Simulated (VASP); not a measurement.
Wanted: the native input for a VASP 6.6.1 run.

```yaml
Task: single point
Functional: PBEsol-based global hybrid with 25 % exact exchange
Potentials_or_basis: VASP PAW PBE potentials, release 64 (Sb_d_GW)
Cutoff: 400 eV
k_mesh: 5 × 5 × 5
Occupations: fermi-dirac, width 0.05 eV
Spin: no spin polarisation
Dipole_correction: no
Grid_for_exact_exchange_PRECFOCK: Normal
Share_of_exact_exchange: 0.25
Further_INCAR_settings: ALGO = Normal; EDIFF = 1e-06; NBANDS = 14
```

The system is Sb.

```
Sb
1.0
     0.18222    2.36744    2.47152
     2.42842    0.00039    2.64793
     2.24386    2.36524    0.18684
Sb
1
Direct
  0.00000 0.00000 0.00000
```

One way to write it, as run:

POSCAR

```
Sb
1.0
    0.1822230636      2.3674405489      2.4715211922
    2.4284216325      0.0003929861      2.6479282064
    2.2438616971      2.3652441546      0.1868383778
Sb
1
Direct
    0.0000000000      0.0000000000      0.0000000000
```

INCAR.step1

```
SYSTEM = Sb
PREC = Accurate ; ENCUT = 400
EDIFF = 1E-5 ; ISMEAR = -1
SIGMA = 0.05 ; LREAL = .False.
LASPH = .True. ; NELM = 120
ALGO = Normal ; ISIF = 2
LWAVE = .True. ; LCHARG = .False.
NBANDS = 14 ; GGA = PE
GGA_COMPAT = .False.
```

INCAR.step2

```
SYSTEM = Sb
PREC = Accurate ; ENCUT = 400
EDIFF = 1E-6 ; ISMEAR = -1
SIGMA = 0.05 ; LREAL = .False.
LASPH = .True. ; NELM = 120
ALGO = Normal ; ISIF = 2
LWAVE = .False. ; LCHARG = .False.
GGA = PS ; LHFCALC = .True.
AEXX = 0.25 ; PRECFOCK = Normal
NBANDS = 14 ; ISTART = 1
GGA_COMPAT = .False.
```

KPOINTS

```
regular mesh
0
Gamma
  5 5 5
  0 0 0
```

Potentials or basis: VASP PAW PBE potentials, release 64 (Sb_d_GW).

Command:

```bash
$ cat potpaw_PBE.64/Sb_d_GW/POTCAR > POTCAR
$ cp INCAR.step1 INCAR
$ mpirun -np 1 vasp_std > vasp.out
$ cp INCAR.step2 INCAR
$ mpirun -np 1 vasp_std > vasp.out
```

Results of the run:

* Pressure: -0.9 GPa
* Band gap on the k mesh: zero (an odd number of electrons rules out a gap without spin polarisation)

Caveat: the k points lie up to 0.49 Å⁻¹ apart, too coarse for converged energies and pressures of a metal; the PAW data sets were made with another functional, which shifts forces and pressure a little; spin-orbit coupling is left out, which moves the levels of the heavy elements; an odd number of electrons without spin polarisation forces a metal; a magnetic or distorted state may lie lower.

Run time: 16 min on 1 thread of AMD EPYC 9R45 96-Core Processor (Zen 5), on a shared host, peak memory 0.14 GiB.
